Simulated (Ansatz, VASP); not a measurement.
**Ni: VASP beside Ansatz**

INCAR

```
SYSTEM = Ni
PREC = Accurate
ENCUT = 520
EDIFF = 1E-8
ISMEAR = -1
SIGMA = 0.05
LREAL = .False.
LASPH = .True.
NELM = 150
ALGO = Normal
ISIF = 2
LWAVE = .False.
LCHARG = .False.
ISPIN = 2
MAGMOM = 1.5
LORBIT = 11
LMAXMIX = 4
LEFG = .True.
NBANDS = 15
```

The input KPOINTS:

```
regular mesh
0
Gamma
  20 20 20
  0 0 0
```

File POSCAR:

```
Ni
1.0
    0.0000000000      1.7969379390      1.7969379390
    1.7969379390      0.0000000000      1.7969379390
    1.7969379390      1.7969379390      0.0000000000
Ni
1
Direct
    0.0000000000      0.0000000000      0.0000000000
```

Input for Ansatz:

```yaml
crystal:
  lattice:
    - [0.0, 1.796937939, 1.796937939]
    - [1.796937939, 0.0, 1.796937939]
    - [1.796937939, 1.796937939, 0.0]
  atoms:
    - { symbol: Ni, position: [0.0, 0.0, 0.0], spin: 1.5 }
magnetization:
  spin_polarized: true
kpoints:
  mp_grid: { grid: [20, 20, 20] }
scf:
  occupations: { method: fermi_dirac, width: 0.05 }
hamiltonian:
  xc: lda
  pseudopotentials: { kind: paw }
output:
  forces: true
  stress: true
  eigenvalues: true
  efg: { contact_densities: true }
```

Change from the starting cell: volume scaled by 1.05, PAW files.

Alike in both runs: task electric field gradients; functional LDA; k mesh 20 × 20 × 20; occupations fermi-dirac, width 0.05 eV; collinear spin.

|  | VASP | Ansatz |
| --- | --- | --- |
| version | VASP 6.6.1 | Ansatz 0.2.0 |
| potentials or method | VASP PAW LDA potentials, release 64 (Ni) | PAW with Ansatz's default frozen-core files, scalar-relativistic |
| plane-wave cutoff (eV) | 520 | 420 |
| valence electrons in the cell | 10 | 18 |

VASP gave:

```
pressure (GPa)                                                : -25.7
net moment per atom (μB)                                      : 0.62
size of the moment on the site where the two differ most (μB) : 0.63
```

Which values does Ansatz return?

Pressure (GPa): -26.0; net moment per atom (μB): 0.63; size of the moment on the site where the two differ most (μB): 0.67.

LDA's correlation is that of Perdew and Zunger in VASP and of Perdew and Wang (1992) in Ansatz. Site moments also hang on the region over which each program counts them. VASP's potentials hold 10 valence electrons a cell and Ansatz's 18, so a difference there can come from the potentials and not from the codes.
